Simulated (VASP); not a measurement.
**CO2: electric field gradients with PBE**

Crystal: CO2.

```
C O
1.0
     5.62000    0.02810    0.02810
     0.02810    5.62000    0.02810
     0.02810    0.02810    5.62000
C O
4 8
Cartesian
  0.0000 0.0000 0.0000
  2.8241 0.0281 2.8241
  2.8241 2.8241 0.0281
  0.0281 2.8241 2.8241
  0.6812 0.6812 0.6812
  2.1777 4.9736 3.5199
  3.5199 2.1777 4.9736
  4.9736 3.5199 2.1777
  4.9950 4.9950 4.9950
  3.4985 0.7026 2.1563
  2.1563 3.4985 0.7026
  0.7026 2.1563 3.4985
```

This cell differs from its parent crystal: equal xy, yz and zx shear strains of +1 %.

| Property | Result |
| --- | --- |
| Program | VASP 6.6.1 |
| Task | electric field gradients |
| Functional | PBE |
| Potentials or basis | VASP PAW PBE potentials, release 64 (C, O) |
| Cutoff | 520 eV |
| k mesh | 4 × 4 × 4 |
| Occupations | fermi-dirac, width 0.02 eV |
| Spin | no spin polarisation |
| Dipole correction | no |
| Further INCAR settings | ALGO = Normal; EDIFF = 1e-08; NBANDS = 44 |

The pressure is 2.9 GPa and the largest force is 1.076 eV/Å. The band gap on the k mesh is 6.77 eV. The largest electric field gradient by atom is C -49.2, -50.2 (each value once); O +74.2, +66.4 (each value once) V/Å².

Forces on the atoms (eV/Å):
```
C    0.000  0.000  0.000
C    0.000  0.000  0.000
C    0.000  0.000  0.000
C    0.000  0.000  0.000
O   -0.320 -0.320 -0.320
O   -0.619 -0.630  0.615
O    0.615 -0.619 -0.630
O   -0.630  0.615 -0.619
O    0.320  0.320  0.320
O    0.619  0.630 -0.615
O   -0.615  0.619  0.630
O    0.630 -0.615  0.619
```

Stress tensor (GPa, compression positive):
```
 2.91 -1.19 -1.19
-1.19  2.91 -1.19
-1.19 -1.19  2.91
```

Levels at points of the mesh, in eV from the valence-band top:
```
           k point  band 29  band 30  band 31  band 32  band 33  band 34  band 35  band 36
(0.00, 0.00, 0.00)    -0.19    -0.19     0.00     0.00     6.77     7.95     7.95     8.10
(0.50, 0.00, 0.00)    -0.30    -0.28    -0.08    -0.07     7.88     8.01     8.08     8.18
(0.50, 0.50, 0.00)    -0.28    -0.28    -0.27    -0.25     7.87     7.88     7.99     8.01
(0.50, 0.50, 0.50)    -0.31    -0.31    -0.29    -0.29     7.87     7.87     8.02     8.02
```

Electric field gradients, principal values (V/Å²):
| atom | least | middle | greatest (by size) |
| --- | --- | --- | --- |
| 1 C | 24.592 | 24.592 | -49.185 |
| 2 C | 25.100 | 25.133 | -50.232 |
| 3 C | 25.100 | 25.133 | -50.232 |
| 4 C | 25.100 | 25.133 | -50.232 |
| 5 O | -37.095 | -37.095 | 74.190 |
| 6 O | -33.164 | -33.283 | 66.446 |
| 7 O | -33.164 | -33.283 | 66.446 |
| 8 O | -33.164 | -33.283 | 66.446 |
| 9 O | -37.095 | -37.095 | 74.190 |
| 10 O | -33.164 | -33.283 | 66.446 |
| 11 O | -33.164 | -33.283 | 66.446 |
| 12 O | -33.164 | -33.283 | 66.446 |

Wall time 110 s on 1 thread of Intel(R) Xeon(R) Platinum 8259CL CPU @ 2.50GHz (Skylake/Cascade Lake) (shared host), peak memory 0.28 GiB.

Caveat: the cell differs from its parent crystal (equal xy, yz and zx shear strains of +1 %); this functional lacks dispersion, which holds the molecules together, so the pressure and a relaxed volume are unreliable; without QUAD_EFG the Cq values of the log hold for a quadrupole moment of 1 mb, not for the nuclei; forces of over 1 eV/Å act on the atoms, so gaps and moduli don't describe the material at rest. A k mesh can miss the band edges.
